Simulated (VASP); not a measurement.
# Sn3O (Im-3m) in VASP: single point with PBE

Aim: the single point of Sn3O with PBE.

All numbers are computed with VASP 6.6.1; they aren't measurements. Logs are shortened: lines on timing, memory, paths and dates and some standing lists are left out, and cuts for length are marked.

## 1. The cell of the first run

It takes space group Im-3m (No. 229, cubic). The conventional cell has a = 6.898 Å, b = 6.898 Å, c = 6.898 Å, α = 90.00°, β = 90.00°, γ = 90.00°. Sn (site symmetry 4/mmm) has 4 Sn at 3.45 Å and 2 O at 3.45 Å within 4.5 Å. Within 4.5 Å of O (site symmetry m-3m) lie 6 Sn at 3.45 Å.

The cell was built from a structure type or drawn by symmetry, and may not be a known phase.

## 2. Single point, PBE

INCAR

```
PREC = Accurate
ENCUT = 520
EDIFF = 1E-6
ISMEAR = 0
SIGMA = 0.1
LREAL = False
LASPH = True
NELM = 100
ALGO = Normal
ISIF = 2
LWAVE = False
LCHARG = False
GGA = PE
NBANDS = 32
```

KPOINTS

```
Automatic mesh
0
Gamma
  4 4 4
```

POSCAR

```
Sn3O
1.0
   -3.4489949000      3.4489949000      3.4489949000
    3.4489949000     -3.4489949000      3.4489949000
    3.4489949000      3.4489949000     -3.4489949000
Sn O
3 1
Direct
    0.0000000000      0.5000000000      0.5000000000
    0.5000000000      0.0000000000      0.5000000000
    0.5000000000      0.5000000000      0.0000000000
    0.0000000000      0.0000000000      0.0000000000
```

Potentials or basis: VASP PAW PBE potentials, release 64 (Sn_d, O).

Launch:

```console
cat potpaw_PBE.64/Sn_d/POTCAR potpaw_PBE.64/O/POTCAR > POTCAR
mpirun -np 1 vasp_std > vasp.out
```

OUTCAR:

```text
PREC = Accurate
   ENCUT = 520
   EDIFF = 1E-6
   ISMEAR = 0
   LREAL = False
   LASPH = True
   NELM = 100
   ISIF = 2
   GGA = PE

 ion  position               nearest neighbor table
   1  0.000  0.500  0.500-   2 3.45   3 3.45   3 3.45   2 3.45
   2  0.500  0.000  0.500-   1 3.45   3 3.45   3 3.45   1 3.45
   3  0.500  0.500  0.000-   1 3.45   2 3.45   2 3.45   1 3.45
   4  0.000  0.000  0.000-

  LATTYP: Found a body centered cubic cell.
 ALAT       =     6.8979898000

  Lattice vectors:

 A1 = (  -3.4489949000,   3.4489949000,   3.4489949000)
 A2 = (   3.4489949000,  -3.4489949000,   3.4489949000)
 A3 = (   3.4489949000,   3.4489949000,  -3.4489949000)

Analysis of symmetry for initial positions (statically):
=====================================================================
 Subroutine PRICEL returns:
 Original cell was already a primitive cell.

 Routine SETGRP: Setting up the symmetry group for a
 body centered cubic supercell.

 Subroutine GETGRP returns: Found 48 space group operations
 (whereof 48 operations were pure point group operations)
 out of a pool of 48 trial point group operations.

The static configuration has the point symmetry O_h .

Analysis of symmetry for dynamics (positions and initial velocities):
=====================================================================
 Subroutine PRICEL returns:
 Original cell was already a primitive cell.

 Routine SETGRP: Setting up the symmetry group for a
 body centered cubic supercell.

 Subroutine GETGRP returns: Found 48 space group operations
 (whereof 48 operations were pure point group operations)
 out of a pool of 48 trial point group operations.

The dynamic configuration has the point symmetry O_h .

 Subroutine INISYM returns: Found 48 space group operations
 (whereof 48 operations are pure point group operations),
 and found     1 'primitive' translations

----------------------------------------------------------------------------------------

                                     Primitive cell

  volume of cell :     164.1110

  direct lattice vectors                    reciprocal lattice vectors
    -3.448994900  3.448994900  3.448994900     0.000000000  0.144969771  0.144969771
     3.448994900 -3.448994900  3.448994900     0.144969771  0.000000000  0.144969771
     3.448994900  3.448994900 -3.448994900     0.144969771  0.144969771  0.000000000

  length of vectors
     5.973834402  5.973834402  5.973834402     0.205018216  0.205018216  0.205018216

  position of ions in fractional coordinates (direct lattice)
     0.000000000  0.500000000  0.500000000
     0.500000000  0.000000000  0.500000000
     0.500000000  0.500000000  0.000000000
     0.000000000  0.000000000  0.000000000

  ion indices of the primitive-cell ions
   primitive index   ion index
                 1           1
                 2           2
                 3           3
                 4           4

----------------------------------------------------------------------------------------

 KPOINTS: Automatic mesh

Automatic generation of k-mesh.
 Grid dimensions read from file:
 generate k-points for:    4    4    4

 Generating k-lattice:

  Cartesian coordinates                     Fractional coordinates (reciprocal lattice)
     0.000000000  0.036242443  0.036242443     0.250000000  0.000000000  0.000000000
     0.036242443  0.000000000  0.036242443     0.000000000  0.250000000  0.000000000
     0.036242443  0.036242443  0.000000000     0.000000000  0.000000000  0.250000000

  Length of vectors
     0.051254554  0.051254554  0.051254554

  Shift w.r.t. Gamma in fractional coordinates (k-lattice)
     0.000000000  0.000000000  0.000000000

 Subroutine IBZKPT returns following result:
 ===========================================

 Found      8 irreducible k-points:

 Following reciprocal coordinates:
            Coordinates               Weight
  0.000000  0.000000  0.000000      1.000000
  0.250000  0.000000  0.000000     12.000000
  0.500000  0.000000  0.000000      6.000000
  0.250000  0.250000  0.000000     24.000000
  0.250000  0.250000  0.250000      2.000000
 -0.250000  0.250000  0.250000      6.000000
  0.500000  0.500000  0.250000     12.000000
  0.500000  0.500000  0.500000      1.000000
   k-points           NKPTS =      8   k-points in BZ     NKDIM =      8   number of bands    NBANDS=     32
   number of dos      NEDOS =    301   number of ions     NIONS =      4
   total plane-waves  NPLWV = 110592
   dimension x,y,z NGX =    48 NGY =   48 NGZ =   48
   dimension x,y,z NGXF=    96 NGYF=   96 NGZF=   96
   ions per type =               3   1
   NGX,Y,Z   is equivalent  to a cutoff of  13.36, 13.36, 13.36 a.u.
   NGXF,Y,Z  is equivalent  to a cutoff of  26.72, 26.72, 26.72 a.u.
 SYSTEM =  unknown system
   PREC   = accura    normal or accurate (medium, high low for compatibility)
   ISTART =      0    job   : 0-new  1-cont  2-samecut
   ICHARG =      2    charge: 1-file 2-atom 10-const
   ISPIN  =      1    spin polarized calculation?
   LNONCOLLINEAR =      F non collinear calculations
   LSORBIT =      F    spin-orbit coupling
   LASPH  =      T    aspherical Exc in radial PAW
   ENCUT  =  520.0 eV  38.22 Ry    6.18 a.u.  11.11 11.11 11.11*2*pi/ulx,y,z
   NELM   =    100;   NELMIN=  2; NELMDL= -5     # of ELM steps
   EDIFF  = 0.1E-05   stopping-criterion for ELM
   LREAL  =      F    real-space projection
   EDIFFG = 0.1E-04   stopping-criterion for IOM
   NSW    =      0    number of steps for IOM
   IBRION =     -1    ionic relax: 0-MD 1-quasi-New 2-CG
   NFREE  =      0    steps in history (QN), initial steepest desc. (CG)
   ISIF   =      2    stress and relaxation
   ISYM   =      2    0-nonsym 1-usesym 2-fastsym
   POTIM  = 0.5000    time-step for ionic-motion
   TEBEG  =    0.0;   TEEND  =   0.0 temperature during run
   PSTRESS=    0.0 pullay stress
   NELECT =      48.0000    total number of electrons
   NUPDOWN=      -1.0000    fix difference up-down
   EMIN   =  10.00;   EMAX   =-10.00  energy-range for DOS
   EFERMI =   0.00;   METHOD = LEGACY
   ISMEAR =     0;   SIGMA  =   0.10  broadening in eV -4-tet -1-fermi 0-gaus
   EFERMI_NEDOS =   21; number of points for ismear=-14 and -15
   IALGO  =     38    algorithm
   IMIX   =      4    mixing-type and parameters
     AMIX     =   0.40;   BMIX     =  1.00
     AMIX_MAG =   1.60;   BMIX_MAG =  1.00
  volume/ion in A,a.u.               =      41.03       276.87
  Fermi-wavevector in a.u.,A,eV,Ry     =   1.086699  2.053564 16.067327  1.180915
  Thomas-Fermi vector in A             =   2.222842
   LORBIT       =      0    0 simple, 1 ext, 2 COOP (PROOUT), +10 PAW based schemes
   GGA     = PE    functional components
   LHFCALC =     F    Hartree Fock is set to
   AEXX    =    0.0000 exact exchange contribution
   IVDW    =     0    specifies the selected vdW correction
   LEPSILON=     F    determine dielectric tensor
   LRPA    =     F    only Hartree local field effects (RPA)
 non-spin polarized calculation
 Gauss-broadening in eV      SIGMA  =   0.10
  energy-cutoff  :      520.00
  volume of cell :      164.11
 maximum number of plane-waves:      4431
 NGX is ok and might be reduce to    48
   NGX = 23   NGY = 23   NGZ = 23

 number of electron      48.0000017 magnetization

 Free energy of the ion-electron system (eV)
  ---------------------------------------------------
  ext. energy  EPLUGINS =         0.00000000
  ---------------------------------------------------
  free energy    TOTEN  =       -13.34273048 eV

  energy without entropy =      -13.32623253  energy(sigma->0) =      -13.33448150

 E-fermi :   1.5536     XC(G=0):  -7.6483

 val. band max:        1.5211324902   @ k =   0.5000   0.5000   0.2500
 cond. band min:       1.5834922915   @ k =   0.2500   0.2500   0.2500
 fundamental gap:      0.0623598013
 Fermi energy:         1.5535838871

 k-point     1 :       0.0000    0.0000    0.0000
  band No.  band energies     occupation
      1     -19.8505      2.00000
      2     -19.8276      2.00000
      3     -19.8276      2.00000
      4     -19.8011      2.00000
      5     -19.8011      2.00000
      6     -19.8011      2.00000
[... 24 lines left out ...]
     31       6.1992      0.00000
     32       7.2840      0.00000

 k-point     2 :       0.2500    0.0000    0.0000
  band No.  band energies     occupation
      1     -19.8459      2.00000
      2     -19.8262      2.00000
      3     -19.8212      2.00000
      4     -19.7990      2.00000
      5     -19.7989      2.00000
      6     -19.7980      2.00000
[... 24 lines left out ...]
     31       6.8327      0.00000
     32       7.0473      0.00000

 k-point     3 :       0.5000    0.0000    0.0000
  band No.  band energies     occupation
      1     -19.8415      2.00000
      2     -19.8241      2.00000
      3     -19.8149      2.00000
      4     -19.7958      2.00000
      5     -19.7953      2.00000
      6     -19.7948      2.00000
[... 24 lines left out ...]
     31       7.1248      0.00000
     32       8.5956      0.00000

 k-point     4 :       0.2500    0.2500    0.0000
  band No.  band energies     occupation
      1     -19.8388      2.00000
      2     -19.8281      2.00000
      3     -19.8137      2.00000
      4     -19.7964      2.00000
      5     -19.7951      2.00000
      6     -19.7951      2.00000
[... 24 lines left out ...]
     31       5.5847      0.00000
     32       8.0017      0.00000

 k-point     5 :       0.2500    0.2500    0.2500
  band No.  band energies     occupation
      1     -19.8240      2.00000
      2     -19.8240      2.00000
      3     -19.8240      2.00000
      4     -19.7934      2.00000
      5     -19.7934      2.00000
      6     -19.7934      2.00000
[... 24 lines left out ...]
     31       3.6618      0.00000
     32       8.9076      0.00000

 k-point     6 :      -0.2500    0.2500    0.2500
  band No.  band energies     occupation
      1     -19.8461      2.00000
      2     -19.8326      2.00000
      3     -19.8108      2.00000
      4     -19.7994      2.00000
      5     -19.7964      2.00000
      6     -19.7964      2.00000
[... 24 lines left out ...]
     31       7.1700      0.00000
     32       7.1700      0.00000

 k-point     7 :       0.5000    0.5000    0.2500
  band No.  band energies     occupation
      1     -19.8430      2.00000
      2     -19.8372      2.00000
      3     -19.8050      2.00000
      4     -19.7967      2.00000
      5     -19.7965      2.00000
      6     -19.7947      2.00000
[... 24 lines left out ...]
     31       7.2218      0.00000
     32       8.1093      0.00000

 k-point     8 :       0.5000    0.5000    0.5000
  band No.  band energies     occupation
      1     -19.8449      2.00000
      2     -19.8449      2.00000
      3     -19.8005      2.00000
      4     -19.7977      2.00000
      5     -19.7977      2.00000
      6     -19.7977      2.00000
[... 24 lines left out ...]
     31       7.3312      0.00000
     32       8.4031      0.00000

------------------------ aborting loop because EDIFF is reached ----------------------------------------

  FORCE on cell =-STRESS in cart. coord.  units (eV):
  Direction    XX          YY          ZZ          XY          YZ          ZX
  --------------------------------------------------------------------------------------
  -------------------------------------------------------------------------------------
  Total       -8.5528991     -8.5528991     -8.5528991      0.0000000      0.0000000      0.0000000
  in kB      -83.4999628    -83.4999628    -83.4999628      0.0000000      0.0000000      0.0000000
  external PRESSURE =     -83.4999628 kB  Pullay stress =       0.0000000 kB

 VOLUME and BASIS-vectors are now :
 -----------------------------------------------------------------------------
  energy-cutoff  :      520.00
  volume of cell :      164.11
      direct lattice vectors                 reciprocal lattice vectors
    -3.448994900  3.448994900  3.448994900     0.000000000  0.144969771  0.144969771
     3.448994900 -3.448994900  3.448994900     0.144969771  0.000000000  0.144969771
     3.448994900  3.448994900 -3.448994900     0.144969771  0.144969771  0.000000000

 POSITION                                       TOTAL-FORCE (eV/Angst)
 -----------------------------------------------------------------------------------
      3.44899      0.00000      0.00000         0.000000      0.000000      0.000000
      0.00000      3.44899      0.00000         0.000000     -0.000000     -0.000000
      0.00000      0.00000      3.44899        -0.000000      0.000000      0.000000
      0.00000      0.00000      0.00000        -0.000000     -0.000000     -0.000000
 -----------------------------------------------------------------------------------
    total drift:                               -0.000000     -0.000000      0.000000

  FREE ENERGIE OF THE ION-ELECTRON SYSTEM (eV)
  ---------------------------------------------------
  free  energy   TOTEN  =       -13.3427304762 eV

  energy  without entropy=      -13.3262325324  energy(sigma->0) =      -13.33448150
```

Wall time 2.5 min (1 thread of Intel Xeon 8259CL, shared host); peak memory 0.32 GiB.

What came out:

```
Free energy            : -13.3427 eV
Pressure               : -8.3 GPa
Band gap on the k mesh : zero (bands 24 and 25 overlap by 2.08 eV)
```

Levels at points of the mesh, in eV from the Fermi level:
| k point | band 20 | band 21 | band 22 | band 23 | band 24 | band 25 | band 26 | band 27 | band 28 | band 29 |
| --- | --- | --- | --- | --- | --- | --- | --- | --- | --- | --- |
| (0.00, 0.00, 0.00) | -1.00 | -1.00 | -1.00 | -0.76 | -0.76 | -0.76 | 2.26 | 2.26 | 2.26 | 4.65 |
| (0.50, 0.00, 0.00) | -1.26 | -0.89 | -0.32 | -0.28 | 0.45 | 0.98 | 1.49 | 1.79 | 2.03 | 2.25 |
| (0.50, 0.50, 0.50) | -2.04 | -2.04 | -2.04 | -0.20 | -0.20 | -0.20 | 2.73 | 2.73 | 2.73 | 5.78 |

Caveat: the cell stands under tension; spin-orbit coupling is left out, which moves the levels of the heavy elements.
